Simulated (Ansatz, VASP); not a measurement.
## Pt: VASP beside Ansatz

Contents of INCAR:

```
SYSTEM = Pt
PREC = Accurate
ENCUT = 520
EDIFF = 1E-7
ISMEAR = 0
SIGMA = 0.15
LREAL = .FALSE.
LASPH = .TRUE.
NELM = 100
ALGO = Fast
ISIF = 2
LWAVE = .FALSE.
LCHARG = .FALSE.
GGA = PS
NBANDS = 17
```

Contents of KPOINTS:

```
regular mesh
0
G
  18 18 10
  0 0 0
```

File POSCAR:

```
Pt
1.0
    2.7251897179     -0.0726263060      0.0000000000
   -1.4254910849      2.3963966788      0.0000000000
    0.0000000000      0.0000000000      5.0519393331
Pt
2
Direct
    0.6666666667      0.3333333333      0.7500000000
    0.3333333333      0.6666666667      0.2500000000
```

Input for Ansatz:

```yaml
crystal:
  lattice:
    - [2.7251897179, -0.072626306, 0.0]
    - [-1.4254910849, 2.3963966788, 0.0]
    - [0.0, 0.0, 5.0519393331]
  atoms:
    - { symbol: Pt, position: [0.6666666667, 0.3333333333, 0.75] }
    - { symbol: Pt, position: [0.3333333333, 0.6666666667, 0.25] }
basis:
  ecutwfc: 420
kpoints:
  mp_grid: { grid: [18, 18, 10] }
hamiltonian:
  xc: pbesol
scf:
  occupations: { method: gaussian, width: 0.15 }
output:
  forces: true
  stress: true
  eigenvalues: true
```

Change from the starting cell: engineering shear strain xy -0.0533, normal strain along z +0.0733.

Alike in both runs: task single point; functional PBEsol; k mesh 18 × 18 × 10; occupations gaussian, width 0.15 eV; no spin polarisation.

```csv
,VASP,Ansatz
version,VASP 6.6.1,Ansatz 0.2.0
potentials or method,"VASP PAW PBE potentials, release 64 (Pt), cutoff 520 eV","scalar-relativistic, plane waves, PAW"
valence electrons in the cell,20,36
```

Ansatz gave:

| Item | Value |
| --- | --- |
| gap on the k mesh at the Fermi level (eV) | none |
| pressure (GPa) | -12.8 |
| traceless stress, the component that is largest in VASP (GPa) | -7.81 |
| rms of the force components (eV/Å) | 0.016 |

Problem. Estimate VASP's values.

Solution. gap on the k mesh at the Fermi level (eV): none; pressure (GPa): -13.1; traceless stress, the component that is largest in VASP (GPa): -7.88; rms of the force components (eV/Å): 0.016.

VASP's potentials were made for PBE, not for PBEsol. Atom by atom the forces differ by 0.000 eV/Å (rms over components). A gap of «none» marks a metal or a gap that the smearing closes. VASP's potentials hold 20 valence electrons a cell and Ansatz's 36, so a difference there can come from the potentials and not from the codes.

Neither program's run includes spin-orbit coupling.
